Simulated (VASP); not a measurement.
# Pb (Fm-3m) in VASP: a series of runs

Runs on Pb. Level: LDA. Tasks: single point.

Everything below comes from runs of VASP 6.6.1. Logs are shortened: lines on timing, memory, paths and dates and some standing lists are left out, and cuts for length are marked.

## Step 1: The cell of the first run

The structure is cubic, space group Fm-3m (No. 225). Conventional cell: a = 4.875 Å, b = 4.875 Å, c = 4.875 Å, α = 90.00°, β = 90.00°, γ = 90.00°. Pb (site symmetry m-3m) has 12 Pb at 3.45 Å within 4.5 Å.

## Step 2: Single point, LDA

Contents of INCAR:

```
PREC     = Accurate       # precision mode
ENCUT    = 520            # plane-wave cutoff, eV
EDIFF    = 1E-6           # SCF threshold, eV
ISMEAR   = -1             # smearing method
SIGMA    = 0.1            # smearing width, eV
LREAL    = False          # projectors in reciprocal space
LASPH    = True           # aspherical terms in the spheres
NELM     = 80             # most SCF steps
ALGO     = Normal         # electronic algorithm
ISIF     = 2              # what is computed and relaxed
LWAVE    = False          # write WAVECAR
LCHARG   = False          # write CHGCAR
GGA      = CA             # functional
NBANDS   = 13             # bands
```

Contents of KPOINTS:

```
Automatic mesh
0
Gamma
  18 18 18
```

Contents of POSCAR:

```
Pb
1.0
    0.0000000000      2.4375492124      2.4375492124
    2.4375492124      0.0000000000      2.4375492124
    2.4375492124      2.4375492124      0.0000000000
Pb
1
Direct
    0.0000000000      0.0000000000      0.0000000000
```

Potentials or basis: VASP PAW LDA potentials, release 64 (Pb_d).

Started as:

```
> cat potpaw_LDA.64/Pb_d/POTCAR > POTCAR
> mpirun -np 1 vasp_std > vasp.out
```

OUTCAR:

```text
PREC = Accurate
   ENCUT = 520
   EDIFF = 1E-6
   ISMEAR = -1
   LREAL = False
   LASPH = True
   NELM = 80
   ISIF = 2
   GGA = CA

 ion  position               nearest neighbor table
   1  0.000  0.000  0.000-

  LATTYP: Found a face centered cubic cell.
 ALAT       =     4.8750984248

  Lattice vectors:

 A1 = (   0.0000000000,   2.4375492124,   2.4375492124)
 A2 = (   2.4375492124,   0.0000000000,   2.4375492124)
 A3 = (   2.4375492124,   2.4375492124,   0.0000000000)

Analysis of symmetry for initial positions (statically):
=====================================================================
 Subroutine PRICEL returns:
 Original cell was already a primitive cell.

 Routine SETGRP: Setting up the symmetry group for a
 face centered cubic supercell.

 Subroutine GETGRP returns: Found 48 space group operations
 (whereof 48 operations were pure point group operations)
 out of a pool of 48 trial point group operations.

The static configuration has the point symmetry O_h .

Analysis of symmetry for dynamics (positions and initial velocities):
=====================================================================
 Subroutine PRICEL returns:
 Original cell was already a primitive cell.

 Routine SETGRP: Setting up the symmetry group for a
 face centered cubic supercell.

 Subroutine GETGRP returns: Found 48 space group operations
 (whereof 48 operations were pure point group operations)
 out of a pool of 48 trial point group operations.

The dynamic configuration has the point symmetry O_h .

 Subroutine INISYM returns: Found 48 space group operations
 (whereof 48 operations are pure point group operations),
 and found     1 'primitive' translations

----------------------------------------------------------------------------------------

                                     Primitive cell

  volume of cell :      28.9661

  direct lattice vectors                    reciprocal lattice vectors
     0.000000000  2.437549212  2.437549212    -0.205124064  0.205124064  0.205124064
     2.437549212  0.000000000  2.437549212     0.205124064 -0.205124064  0.205124064
     2.437549212  2.437549212  0.000000000     0.205124064  0.205124064 -0.205124064

  length of vectors
     3.447215155  3.447215155  3.447215155     0.355285300  0.355285300  0.355285300

[... 83 lines left out ...]
   NFREE  =      0    steps in history (QN), initial steepest desc. (CG)
   ISIF   =      2    stress and relaxation
   ISYM   =      2    0-nonsym 1-usesym 2-fastsym
   POTIM  = 0.5000    time-step for ionic-motion
   TEBEG  =    0.0;   TEEND  =   0.0 temperature during run
   PSTRESS=    0.0 pullay stress
   NELECT =      14.0000    total number of electrons
   NUPDOWN=      -1.0000    fix difference up-down
   EMIN   =  10.00;   EMAX   =-10.00  energy-range for DOS
   EFERMI =   0.00;   METHOD = LEGACY
   ISMEAR =    -1;   SIGMA  =   0.10  broadening in eV -4-tet -1-fermi 0-gaus
   EFERMI_NEDOS =   21; number of points for ismear=-14 and -15
   IALGO  =     38    algorithm
   IMIX   =      4    mixing-type and parameters
     AMIX     =   0.40;   BMIX     =  1.00
     AMIX_MAG =   1.60;   BMIX_MAG =  1.00
  volume/ion in A,a.u.               =      28.97       195.47
  Fermi-wavevector in a.u.,A,eV,Ry     =   1.284756  2.427838 22.457762  1.650599
  Thomas-Fermi vector in A             =   2.416931
   LORBIT       =      0    0 simple, 1 ext, 2 COOP (PROOUT), +10 PAW based schemes
   GGA     = CA    functional components
   LHFCALC =     F    Hartree Fock is set to
   AEXX    =    0.0000 exact exchange contribution
   IVDW    =     0    specifies the selected vdW correction
   LEPSILON=     F    determine dielectric tensor
   LRPA    =     F    only Hartree local field effects (RPA)
 non-spin polarized calculation
  energy-cutoff  :      520.00
  volume of cell :       28.97
 maximum number of plane-waves:       797
 NGX is ok and might be reduce to    28
   NGX = 13   NGY = 13   NGZ = 13

 number of electron      13.9999999 magnetization

 Free energy of the ion-electron system (eV)
  ---------------------------------------------------
  ext. energy  EPLUGINS =         0.00000000
  ---------------------------------------------------
  free energy    TOTEN  =        -4.26039971 eV

  energy without entropy =       -4.24201266  energy(sigma->0) =       -4.25120619

 E-fermi :   7.5804     XC(G=0): -10.6755

 val. band max:        7.5753035773   @ k =  -0.4444   0.2778   0.0000
 cond. band min:       7.6004734590   @ k =   0.3333   0.3333   0.0000
 fundamental gap:      0.0251698817
 Fermi energy:         7.5803935545

 k-point     1 :       0.0000    0.0000    0.0000
  band No.  band energies     occupation
      1      -9.5105      2.00000
      2      -9.5105      2.00000
      3      -9.5105      2.00000
      4      -9.3467      2.00000
      5      -9.3467      2.00000
      6      -4.5499      2.00000
      7      15.2500      0.00000
      8      15.2500      0.00000
      9      15.2500      0.00000
     10      17.3858      0.00000
     11      19.5917      0.00000
     12      20.3948      0.00000
     13      20.3948      0.00000
[... 354 lines left out ...]
  band No.  band energies     occupation
      1      -9.5217      2.00000
      2      -9.4657      2.00000
      3      -9.4627      2.00000
      4      -9.3339      2.00000
      5      -9.2936      2.00000
      6      -3.3242      2.00000
      7       8.6723      0.00004
      8      13.1025      0.00000
      9      14.7220      0.00000
     10      17.1699      0.00000
     11      18.9346      0.00000
     12      19.8557      0.00000
     13      21.5581      0.00000

 [... further k-points ...]

------------------------ aborting loop because EDIFF is reached ----------------------------------------

  FORCE on cell =-STRESS in cart. coord.  units (eV):
  Direction    XX          YY          ZZ          XY          YZ          ZX
  --------------------------------------------------------------------------------------
  -------------------------------------------------------------------------------------
  Total        0.0445228      0.0445228      0.0445228      0.0000000      0.0000000     -0.0000000
  in kB        2.4626497      2.4626497      2.4626497      0.0000000      0.0000000     -0.0000000
  external PRESSURE =       2.4626497 kB  Pullay stress =       0.0000000 kB

 VOLUME and BASIS-vectors are now :
 -----------------------------------------------------------------------------
  energy-cutoff  :      520.00
  volume of cell :       28.97
      direct lattice vectors                 reciprocal lattice vectors
     0.000000000  2.437549212  2.437549212    -0.205124064  0.205124064  0.205124064
     2.437549212  0.000000000  2.437549212     0.205124064 -0.205124064  0.205124064
     2.437549212  2.437549212  0.000000000     0.205124064  0.205124064 -0.205124064

 POSITION                                       TOTAL-FORCE (eV/Angst)
 -----------------------------------------------------------------------------------
      0.00000      0.00000      0.00000         0.000000     -0.000000      0.000000
 -----------------------------------------------------------------------------------
    total drift:                               -0.000000     -0.000000     -0.000000

  FREE ENERGIE OF THE ION-ELECTRON SYSTEM (eV)
  ---------------------------------------------------
  free  energy   TOTEN  =        -4.2603997083 eV

  energy  without entropy=       -4.2420126635  energy(sigma->0) =       -4.25120619
```

OSZICAR:

```text
N       E                     dE             d eps       ncg     rms          rms(c)
DAV:   1     0.108269874174E+03    0.10827E+03   -0.71394E+03  5163   0.127E+03
DAV:   2     0.928323285004E+00   -0.10734E+03   -0.10367E+03  5355   0.316E+02
DAV:   3    -0.415779721636E+01   -0.50861E+01   -0.50638E+01  6241   0.738E+01
DAV:   4    -0.427239772872E+01   -0.11460E+00   -0.11457E+00  6349   0.116E+01
DAV:   5    -0.427714536755E+01   -0.47476E-02   -0.47475E-02  7058   0.222E+00    0.594E-01
DAV:   6    -0.426421785609E+01    0.12928E-01   -0.15678E-02  6538   0.227E+00    0.281E-01
DAV:   7    -0.426068858878E+01    0.35293E-02   -0.61788E-03  6570   0.130E+00    0.831E-02
DAV:   8    -0.426040062841E+01    0.28796E-03   -0.35962E-04  7637   0.324E-01    0.836E-03
DAV:   9    -0.426039957708E+01    0.10513E-05   -0.66390E-06  6871   0.457E-02    0.379E-03
DAV:  10    -0.426039970834E+01   -0.13126E-06   -0.21868E-07  4195   0.552E-03
   1 F= -.42603997E+01 E0= -.42512062E+01  d E =-.183870E-01
```

stdout:

```text
POSCAR found type information on POSCAR Pb
 POSCAR found :  1 types and       1 ions
 scaLAPACK will be used
 LDA part: xc-table for (Slater(with rela. corr.)+CA(PZ))
 , standard interpolation
 POSCAR, INCAR and KPOINTS ok, starting setup
 FFT: planning ... GRIDC
 FFT: planning ... GRID_SOFT
 FFT: planning ... GRID
 WAVECAR not read
 entering main loop
```

Run time: 32 s. Hardware: 1 thread of Intel Xeon 6975P-C (Granite Rapids), shared host; peak memory 0.19 GiB.

What came out:

* Free energy: -4.2604 eV
* Pressure: 0.2 GPa
* Band gap on the k mesh: zero (band 7 reaches 15.25 eV, above the bottom of band 8 at 5.89 eV)

Levels at points of the mesh, in eV from the Fermi level:
| k point | band 4 | band 5 | band 6 | band 7 | band 8 | band 9 | band 10 | band 11 |
| --- | --- | --- | --- | --- | --- | --- | --- | --- |
| (0.00, 0.00, 0.00) | -16.93 | -16.93 | -12.13 | 7.67 | 7.67 | 7.67 | 9.81 | 12.01 |
| (0.50, 0.00, 0.00) | -16.77 | -16.77 | -8.24 | -4.48 | 5.73 | 5.73 | 9.29 | 9.93 |
| (0.50, 0.50, 0.00) | -16.73 | -16.73 | -6.72 | -3.50 | 2.02 | 2.02 | 5.56 | 6.83 |

Caveat: spin-orbit coupling is left out, which moves the levels of the heavy elements.

## Step 3: Single point, LDA

Contents of INCAR:

```
SYSTEM = Pb
PREC     = Accurate       ! precision mode
ENCUT    = 520            ! plane-wave cutoff, eV
EDIFF    = 1E-6           ! SCF threshold, eV
ISMEAR   = -1             ! smearing method
SIGMA    = 0.1            ! smearing width, eV
LREAL    = .False.        ! projectors in reciprocal space
LASPH    = .True.         ! aspherical terms in the spheres
NELM     = 100            ! most SCF steps
ALGO     = Normal         ! electronic algorithm
ISIF     = 2              ! what is computed and relaxed
LWAVE    = .False.        ! write WAVECAR
LCHARG   = .False.        ! write CHGCAR
NBANDS   = 13             ! bands
```

Contents of KPOINTS:

```
regular mesh
0
Gamma
  18 18 18
  0 0 0
```

POSCAR is that of step 2.

Potentials or basis: VASP PAW LDA potentials, release 64 (Pb_d).

Started as:

```
> cat potpaw_LDA.64/Pb_d/POTCAR > POTCAR
> mpirun -np 1 vasp_std > vasp.out
```

Run time: 32 s. Hardware: 1 thread of Intel Xeon 6975P-C (Granite Rapids), shared host; peak memory 0.19 GiB.

It converged, with:

* Free energy: -4.2604 eV
* Pressure: 0.2 GPa
* Band gap on the k mesh: zero (band 7 reaches 15.25 eV, above the bottom of band 8 at 5.89 eV)

Levels at points of the mesh, in eV from the Fermi level:
```csv
k point,band 4,band 5,band 6,band 7,band 8,band 9,band 10,band 11
"(0.00, 0.00, 0.00)",-16.93,-16.93,-12.13,7.67,7.67,7.67,9.81,12.01
"(0.50, 0.00, 0.00)",-16.77,-16.77,-8.24,-4.48,5.73,5.73,9.29,9.93
"(0.50, 0.50, 0.00)",-16.73,-16.73,-6.72,-3.50,2.02,2.02,5.56,6.83
```

Caveat: spin-orbit coupling is left out, which moves the levels of the heavy elements.

## Step 4: Single point, LDA (volume scaled by 1.04)

Contents of INCAR:

```
SYSTEM = Pb
ALGO     = Normal         ! electronic algorithm
EDIFF    = 1E-6           ! SCF threshold, eV
ENCUT    = 520            ! plane-wave cutoff, eV
GGA      = CA             ! functional
ISIF     = 2              ! what is computed and relaxed
ISMEAR   = -1             ! smearing method
LASPH    = .TRUE.         ! aspherical terms in the spheres
LCHARG   = .FALSE.        ! write CHGCAR
LREAL    = .FALSE.        ! projectors in reciprocal space
LWAVE    = .FALSE.        ! write WAVECAR
NBANDS   = 13             ! bands
NELM     = 80             ! most SCF steps
PREC     = Accurate       ! precision mode
SIGMA    = 0.1            ! smearing width, eV
```

Contents of KPOINTS:

```
k-points
0
G
  18 18 18
  0 0 0
```

Contents of POSCAR:

```
Pb
1.0
    0.0000000000      2.4696259068      2.4696259068
    2.4696259068      0.0000000000      2.4696259068
    2.4696259068      2.4696259068      0.0000000000
Pb
1
Direct
    0.0000000000      0.0000000000      0.0000000000
```

Started as:

```
> cat potpaw_LDA.64/Pb_d/POTCAR > POTCAR
> mpirun -np 1 vasp_std > vasp.out
```

Wall time 30 s (1 thread of Intel Xeon 6975P-C (Granite Rapids), shared host); peak memory 0.19 GiB.

It converged, with:

* Free energy: -4.2558 eV
* Pressure: -1.6 GPa
* Band gap on the k mesh: zero (band 7 reaches 14.48 eV, above the bottom of band 8 at 5.52 eV)

Levels at points of the mesh, in eV from the Fermi level:
| k point | band 3 | band 4 | band 5 | band 6 | band 7 | band 8 | band 9 | band 10 | band 11 | band 12 |
| --- | --- | --- | --- | --- | --- | --- | --- | --- | --- | --- |
| (0.00, 0.00, 0.00) | -17.05 | -16.91 | -16.91 | -11.85 | 7.36 | 7.36 | 7.36 | 9.79 | 11.51 | 12.52 |
| (0.50, 0.00, 0.00) | -17.04 | -16.77 | -16.77 | -8.19 | -4.27 | 5.52 | 5.52 | 9.27 | 9.57 | 11.25 |
| (0.50, 0.50, 0.00) | -16.78 | -16.73 | -16.73 | -6.77 | -3.34 | 1.98 | 1.98 | 5.45 | 6.71 | 18.20 |

Caveat: spin-orbit coupling is left out, which moves the levels of the heavy elements.

## Step 5: Single point, LDA (volume scaled by 1.08)

Contents of INCAR:

```
SYSTEM = Pb
ALGO     = Normal         ! electronic algorithm
EDIFF    = 1E-7           ! SCF threshold, eV
ENCUT    = 520            ! plane-wave cutoff, eV
ISIF     = 2              ! what is computed and relaxed
ISMEAR   = -1             ! smearing method
LASPH    = .True.         ! aspherical terms in the spheres
LCHARG   = .False.        ! write CHGCAR
LREAL    = .False.        ! projectors in reciprocal space
LWAVE    = .False.        ! write WAVECAR
NBANDS   = 13             ! bands
NELM     = 60             ! most SCF steps
PREC     = Accurate       ! precision mode
SIGMA    = 0.1            ! smearing width, eV
```

Contents of KPOINTS:

```
k-points
0
Gamma
  18 18 18
  0 0 0
```

Contents of POSCAR:

```
Pb
1.0
    0.0000000000      2.5008903132      2.5008903132
    2.5008903132      0.0000000000      2.5008903132
    2.5008903132      2.5008903132      0.0000000000
Pb
1
Direct
    0.0000000000      0.0000000000      0.0000000000
```

Started as:

```
> cat potpaw_LDA.64/Pb_d/POTCAR > POTCAR
> mpirun -np 1 vasp_std > vasp.out
```

It took 31 s on 1 thread of Intel Xeon 6975P-C (Granite Rapids), shared host; peak memory 0.2 GiB.

Results (log left out):

```yaml
Free_energy: -4.2389 eV
Pressure: -3.1 GPa
Band_gap_on_the_k_mesh: zero (band 7 reaches 13.76 eV, above the bottom of band 8 at 5.18 eV)
```

Levels at points of the mesh, in eV from the Fermi level:
| k point | band 3 | band 4 | band 5 | band 6 | band 7 | band 8 | band 9 | band 10 | band 11 | band 12 |
| --- | --- | --- | --- | --- | --- | --- | --- | --- | --- | --- |
| (0.00, 0.00, 0.00) | -17.02 | -16.89 | -16.89 | -11.59 | 7.07 | 7.07 | 7.07 | 9.78 | 11.04 | 12.25 |
| (0.50, 0.00, 0.00) | -17.01 | -16.76 | -16.76 | -8.15 | -4.08 | 5.31 | 5.31 | 9.24 | 9.25 | 11.03 |
| (0.50, 0.50, 0.00) | -16.77 | -16.73 | -16.73 | -6.82 | -3.18 | 1.95 | 1.95 | 5.34 | 6.60 | 18.00 |

Caveat: spin-orbit coupling is left out, which moves the levels of the heavy elements.

## Step 6: Summary

| cell | gap on the mesh (eV) | pressure (GPa) |
| --- | --- | --- |
| a = 3.447 Å, angles 60.0°, 1 atom | none | 0.2 |
| a = 3.493 Å, angles 60.0°, 1 atom | none | -1.6 |
| a = 3.537 Å, angles 60.0°, 1 atom | none | -3.1 |

Alike in all rows: task single point; level LDA; potentials or basis VASP PAW LDA potentials, release 64 (Pb_d); no spin polarisation; k mesh 18 × 18 × 18; cutoff (eV) 520; smearing fermi-dirac 0.1 eV.

Caveats: spin-orbit coupling is left out, which moves the levels of the heavy elements.

Absolute energies hang on the potentials; compare differences alone.
